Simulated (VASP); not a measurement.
# CdS (rocksalt type) (Fm-3m) in VASP: further runs

CdS (rocksalt type) is run at these levels: LDA; tasks: single point.

All numbers are computed with VASP 6.6.1; they aren't measurements. Logs are shortened: lines on timing, memory, paths and dates and some standing lists are left out, and cuts for length are marked.

## Step 1: The cell of the first run

The structure is cubic, space group Fm-3m (No. 225). Conventional cell: a = 4.375 Å, b = 4.375 Å, c = 4.375 Å, α = 90.00°, β = 90.00°, γ = 90.00°. Within 2.9 Å of Cd (site symmetry m-3m) lie 6 S at 2.19 Å. S (site symmetry m-3m) has 6 Cd at 2.19 Å within 2.9 Å.

## Step 2: Single point, LDA (10.47 Å³/atom)

File INCAR:

```
  PREC = Accurate
  ENCUT = 520
  EDIFF = 1E-7
  ISMEAR = -1
  SIGMA = 0.05
  LREAL = False
  LASPH = True
  NELM = 60
  ALGO = Normal
  ISIF = 2
  LWAVE = False
  LCHARG = True
  LELF = True
  LVHAR = True
  NBANDS = 16
```

File KPOINTS:

```
Automatic mesh
0
Gamma
  14 14 14
```

File POSCAR:

```
CdS
1.0
    0.0000000000      2.1873642456      2.1873642456
    2.1873642456      0.0000000000      2.1873642456
    2.1873642456      2.1873642456      0.0000000000
Cd S
1 1
Direct
    0.0000000000      0.0000000000      0.0000000000
    0.5000000000      0.5000000000      0.5000000000
```

Potentials or basis: VASP PAW LDA potentials, release 64 (Cd, S).

On the command line:

```
$ cat potpaw_LDA.64/Cd/POTCAR potpaw_LDA.64/S/POTCAR > POTCAR
$ mpirun -np 1 vasp_std > vasp.out
```

OUTCAR:

```text
PREC = Accurate
   ENCUT = 520
   EDIFF = 1E-7
   ISMEAR = -1
   LREAL = False
   LASPH = True
   NELM = 60
   ISIF = 2

 ion  position               nearest neighbor table
   1  0.000  0.000  0.000-   2 2.19   2 2.19   2 2.19   2 2.19   2 2.19   2 2.19
   2  0.500  0.500  0.500-   1 2.19   1 2.19   1 2.19   1 2.19   1 2.19   1 2.19

  LATTYP: Found a face centered cubic cell.
 ALAT       =     4.3747284912

  Lattice vectors:

 A1 = (   0.0000000000,   2.1873642456,   2.1873642456)
 A2 = (   2.1873642456,   0.0000000000,   2.1873642456)
 A3 = (   2.1873642456,   2.1873642456,   0.0000000000)

Analysis of symmetry for initial positions (statically):
=====================================================================
 Subroutine PRICEL returns:
 Original cell was already a primitive cell.

 Routine SETGRP: Setting up the symmetry group for a
 face centered cubic supercell.

 Subroutine GETGRP returns: Found 48 space group operations
 (whereof 48 operations were pure point group operations)
 out of a pool of 48 trial point group operations.

The static configuration has the point symmetry O_h .

Analysis of symmetry for dynamics (positions and initial velocities):
=====================================================================
 Subroutine PRICEL returns:
 Original cell was already a primitive cell.

 Routine SETGRP: Setting up the symmetry group for a
 face centered cubic supercell.

 Subroutine GETGRP returns: Found 48 space group operations
 (whereof 48 operations were pure point group operations)
 out of a pool of 48 trial point group operations.

The dynamic configuration has the point symmetry O_h .

 Subroutine INISYM returns: Found 48 space group operations
 (whereof 48 operations are pure point group operations),
 and found     1 'primitive' translations

----------------------------------------------------------------------------------------

                                     Primitive cell

  volume of cell :      20.9312

  direct lattice vectors                    reciprocal lattice vectors
     0.000000000  2.187364246  2.187364246    -0.228585614  0.228585614  0.228585614
     2.187364246  0.000000000  2.187364246     0.228585614 -0.228585614  0.228585614
     2.187364246  2.187364246  0.000000000     0.228585614  0.228585614 -0.228585614

  length of vectors
     3.093400182  3.093400182  3.093400182     0.395921898  0.395921898  0.395921898

  position of ions in fractional coordinates (direct lattice)
     0.000000000  0.000000000  0.000000000
     0.500000000  0.500000000  0.500000000

  ion indices of the primitive-cell ions
   primitive index   ion index
                 1           1
                 2           2

----------------------------------------------------------------------------------------

 KPOINTS: Automatic mesh

Automatic generation of k-mesh.
 Grid dimensions read from file:
 generate k-points for:   14   14   14

 Generating k-lattice:

  Cartesian coordinates                     Fractional coordinates (reciprocal lattice)
    -0.016327544  0.016327544  0.016327544     0.071428571  0.000000000  0.000000000
     0.016327544 -0.016327544  0.016327544     0.000000000  0.071428571  0.000000000
     0.016327544  0.016327544 -0.016327544     0.000000000  0.000000000  0.071428571

  Length of vectors
     0.028280136  0.028280136  0.028280136

  Shift w.r.t. Gamma in fractional coordinates (k-lattice)
     0.000000000  0.000000000  0.000000000

 Subroutine IBZKPT returns following result:
 ===========================================

 Found    104 irreducible k-points:

 Following reciprocal coordinates:
            Coordinates               Weight
  0.000000  0.000000  0.000000      1.000000
  0.071429  0.000000  0.000000      8.000000
  0.142857  0.000000  0.000000      8.000000
  0.214286  0.000000  0.000000      8.000000
  0.285714  0.000000  0.000000      8.000000
  0.357143  0.000000  0.000000      8.000000
[... 16 lines left out ...]
  0.214286  0.142857  0.000000     24.000000
  0.285714  0.142857  0.000000     24.000000
 [... further k-points ...]
   k-points           NKPTS =    104   k-points in BZ     NKDIM =    104   number of bands    NBANDS=     16
   number of dos      NEDOS =    301   number of ions     NIONS =      2
   total plane-waves  NPLWV =  13824
   dimension x,y,z NGX =    24 NGY =   24 NGZ =   24
   dimension x,y,z NGXF=    48 NGYF=   48 NGZF=   48
   ions per type =               1   1
   NGX,Y,Z   is equivalent  to a cutoff of  12.90, 12.90, 12.90 a.u.
   NGXF,Y,Z  is equivalent  to a cutoff of  25.80, 25.80, 25.80 a.u.
 SYSTEM =  unknown system
   PREC   = accura    normal or accurate (medium, high low for compatibility)
   ISTART =      0    job   : 0-new  1-cont  2-samecut
   ICHARG =      2    charge: 1-file 2-atom 10-const
   ISPIN  =      1    spin polarized calculation?
   LNONCOLLINEAR =      F non collinear calculations
   LSORBIT =      F    spin-orbit coupling
   LASPH  =      T    aspherical Exc in radial PAW
   ENCUT  =  520.0 eV  38.22 Ry    6.18 a.u.   5.75  5.75  5.75*2*pi/ulx,y,z
   NELM   =     60;   NELMIN=  2; NELMDL= -5     # of ELM steps
   EDIFF  = 0.1E-06   stopping-criterion for ELM
   LREAL  =      F    real-space projection
   EDIFFG = 0.1E-05   stopping-criterion for IOM
   NSW    =      0    number of steps for IOM
   IBRION =     -1    ionic relax: 0-MD 1-quasi-New 2-CG
   NFREE  =      0    steps in history (QN), initial steepest desc. (CG)
   ISIF   =      2    stress and relaxation
   ISYM   =      2    0-nonsym 1-usesym 2-fastsym
   POTIM  = 0.5000    time-step for ionic-motion
   TEBEG  =    0.0;   TEEND  =   0.0 temperature during run
   PSTRESS=    0.0 pullay stress
   NELECT =      18.0000    total number of electrons
   NUPDOWN=      -1.0000    fix difference up-down
   EMIN   =  10.00;   EMAX   =-10.00  energy-range for DOS
   EFERMI =   0.00;   METHOD = LEGACY
   ISMEAR =    -1;   SIGMA  =   0.05  broadening in eV -4-tet -1-fermi 0-gaus
   EFERMI_NEDOS =   21; number of points for ismear=-14 and -15
   IALGO  =     38    algorithm
   IMIX   =      4    mixing-type and parameters
     AMIX     =   0.40;   BMIX     =  1.00
     AMIX_MAG =   1.60;   BMIX_MAG =  1.00
  volume/ion in A,a.u.               =      10.47        70.63
  Fermi-wavevector in a.u.,A,eV,Ry     =   1.556806  2.941937 32.975700  2.423646
  Thomas-Fermi vector in A             =   2.660548
   LORBIT       =      0    0 simple, 1 ext, 2 COOP (PROOUT), +10 PAW based schemes
   GGA     = CA    functional components
   LHFCALC =     F    Hartree Fock is set to
   AEXX    =    0.0000 exact exchange contribution
   IVDW    =     0    specifies the selected vdW correction
   LEPSILON=     F    determine dielectric tensor
   LRPA    =     F    only Hartree local field effects (RPA)
 non-spin polarized calculation
  energy-cutoff  :      520.00
  volume of cell :       20.93
 maximum number of plane-waves:       588
   NGX = 11   NGY = 11   NGZ = 11

 number of electron      18.0000004 magnetization

 Free energy of the ion-electron system (eV)
  ---------------------------------------------------
  ext. energy  EPLUGINS =         0.00000000
  ---------------------------------------------------
  free energy    TOTEN  =        -0.15369145 eV

  energy without entropy =       -0.15128753  energy(sigma->0) =       -0.15248949

 E-fermi :  13.1699     XC(G=0): -14.3564

 val. band max:       13.1484553584   @ k =  -0.4286   0.0714   0.0000
 cond. band min:      13.1734322712   @ k =  -0.3571   0.0714   0.0000
 fundamental gap:      0.0249769129
 Fermi energy:        13.1699001447

 k-point     1 :       0.0000    0.0000    0.0000
  band No.  band energies     occupation
      1      -7.7093      2.00000
      2       0.8920      2.00000
      3       0.8920      2.00000
      4       0.8920      2.00000
      5       0.9429      2.00000
      6       0.9429      2.00000
[... 8 lines left out ...]
     15      27.4947      0.00000
     16      27.4947      0.00000

 k-point     2 :       0.0714    0.0000    0.0000
  band No.  band energies     occupation
      1      -7.5957      2.00000
      2       0.8422      2.00000
      3       0.8462      2.00000
      4       0.8462      2.00000
      5       0.9564      2.00000
      6       0.9564      2.00000
[... 8 lines left out ...]
     15      26.1889      0.00000
     16      26.1889      0.00000

 k-point     3 :       0.1429    0.0000    0.0000
  band No.  band energies     occupation
      1      -7.2596      2.00000
      2       0.6221      2.00000
      3       0.6221      2.00000
      4       0.6889      2.00000
      5       1.1059      2.00000
      6       1.1059      2.00000
[... 8 lines left out ...]
     15      24.8523      0.00000
     16      24.8523      0.00000

 k-point     4 :       0.2143    0.0000    0.0000
  band No.  band energies     occupation
      1      -6.7163      2.00000
      2       0.3223      2.00000
      3       0.3223      2.00000
      4       0.4164      2.00000
      5       1.3336      2.00000
      6       1.3336      2.00000
[... 8 lines left out ...]
     15      24.3598      0.00000
     16      25.6002      0.00000
[... 324 lines left out ...]
 k-point    22 :       0.1429    0.1429    0.0000
  band No.  band energies     occupation
      1      -7.1341      2.00000
      2       0.2734      2.00000
      3       0.6853      2.00000
      4       1.0469      2.00000
      5       1.0469      2.00000
      6       1.0486      2.00000
[... 8 lines left out ...]
     15      25.7134      0.00000
     16      27.7472      0.00000

 k-point    23 :       0.2143    0.1429    0.0000
  band No.  band energies     occupation
      1      -6.7678      2.00000
      2      -0.0112      2.00000
      3       0.5565      2.00000
      4       0.8666      2.00000
      5       1.1726      2.00000
      6       1.3239      2.00000
[... 8 lines left out ...]
     15      26.9343      0.00000
     16      27.3786      0.00000

 k-point    24 :       0.2857    0.1429    0.0000
  band No.  band energies     occupation
      1      -6.2288      2.00000
      2      -0.3011      2.00000
      3       0.3736      2.00000
      4       0.5983      2.00000
      5       1.3757      2.00000
      6       1.6215      2.00000
[... 8 lines left out ...]
     15      26.9935      0.00000
     16      27.9618      0.00000

 [... further k-points ...]

------------------------ aborting loop because EDIFF is reached ----------------------------------------

  FORCE on cell =-STRESS in cart. coord.  units (eV):
  Direction    XX          YY          ZZ          XY          YZ          ZX
  --------------------------------------------------------------------------------------
  -------------------------------------------------------------------------------------
  Total       30.0944387     30.0944387     30.0944387     -0.0000000      0.0000000     -0.0000000
  in kB     2303.5811083   2303.5811083   2303.5811083     -0.0000000      0.0000000     -0.0000000
  external PRESSURE =    2303.5811083 kB  Pullay stress =       0.0000000 kB

 VOLUME and BASIS-vectors are now :
 -----------------------------------------------------------------------------
  energy-cutoff  :      520.00
  volume of cell :       20.93
      direct lattice vectors                 reciprocal lattice vectors
     0.000000000  2.187364246  2.187364246    -0.228585614  0.228585614  0.228585614
     2.187364246  0.000000000  2.187364246     0.228585614 -0.228585614  0.228585614
     2.187364246  2.187364246  0.000000000     0.228585614  0.228585614 -0.228585614

 POSITION                                       TOTAL-FORCE (eV/Angst)
 -----------------------------------------------------------------------------------
      0.00000      0.00000      0.00000         0.000000      0.000000     -0.000000
      2.18736      2.18736      2.18736         0.000000      0.000000      0.000000
 -----------------------------------------------------------------------------------
    total drift:                                0.000000     -0.000000     -0.000000

  FREE ENERGIE OF THE ION-ELECTRON SYSTEM (eV)
  ---------------------------------------------------
  free  energy   TOTEN  =        -0.1536914468 eV

  energy  without entropy=       -0.1512875283  energy(sigma->0) =       -0.15248949
```

It took 52 s on 1 thread of Intel Xeon 8259CL, shared host; peak memory 0.15 GiB.

Results:

| Quantity | Value |
| --- | --- |
| Free energy | -0.1537 eV |
| Pressure | 230.4 GPa |
| Band gap on the k mesh | zero (bands 9 and 10 overlap by 0.75 eV) |

Levels at points of the mesh, in eV from the Fermi level:
```
           k point  band 7  band 8  band 9  band 10  band 11  band 12
(0.00, 0.00, 0.00)   -3.40   -3.40   -3.40     5.30     8.62     8.62
(0.50, 0.00, 0.00)   -8.66    0.16    0.16     1.09     3.66     3.66
(0.50, 0.50, 0.00)   -7.48   -6.67   -6.67    -0.59     4.30    14.03
```

Caveat: the cell stands under pressure; semilocal functionals underestimate gaps, so a narrow gap can read as zero.

## Step 3: Single point, LDA (12.18 Å³/atom)

This run uses another cell than the first one, of 12.18 Å³/atom.

File INCAR:

```
SYSTEM = CdS
PREC = Accurate
ENCUT = 520
EDIFF = 1E-6
ISMEAR = -1
SIGMA = 0.05
LREAL = .FALSE.
LASPH = .TRUE.
NELM = 80
ALGO = Normal
ISIF = 2
LWAVE = .FALSE.
LCHARG = .TRUE.
LELF = .TRUE.
LVHAR = .TRUE.
NBANDS = 16
```

File KPOINTS:

```
Automatic mesh
0
G
  14 14 14
  0 0 0
```

File POSCAR:

```
CdS
1.0
    0.0000000000      2.3007011192      2.3007011192
    2.3007011192      0.0000000000      2.3007011192
    2.3007011192      2.3007011192      0.0000000000
Cd S
1 1
Direct
    0.0000000000      0.0000000000      0.0000000000
    0.5000000000      0.5000000000      0.5000000000
```

Potentials or basis: VASP PAW LDA potentials, release 64 (Cd, S).

On the command line:

```
$ cat potpaw_LDA.64/Cd/POTCAR potpaw_LDA.64/S/POTCAR > POTCAR
$ mpirun -np 1 vasp_std > vasp.out
```

Run time: 54 s. Hardware: 1 thread of Intel Xeon 8259CL, shared host; peak memory 0.16 GiB.

Results (log left out):

```yaml
Free_energy: -3.7921 eV
Pressure: 121.7 GPa
Band_gap_on_the_k_mesh: zero (bands 9 and 10 overlap by 0.52 eV)
```

Levels at points of the mesh, in eV from the Fermi level:
```tsv
k point	band 7	band 8	band 9	band 10	band 11	band 12
(0.00, 0.00, 0.00)	-2.61	-2.61	-2.61	3.92	8.84	8.84
(0.50, 0.00, 0.00)	-7.66	0.07	0.07	1.93	4.42	4.42
(0.50, 0.50, 0.00)	-7.08	-5.37	-5.37	-0.45	4.74	13.08
```

Caveat: the cell stands under pressure; semilocal functionals underestimate gaps, so a narrow gap can read as zero.
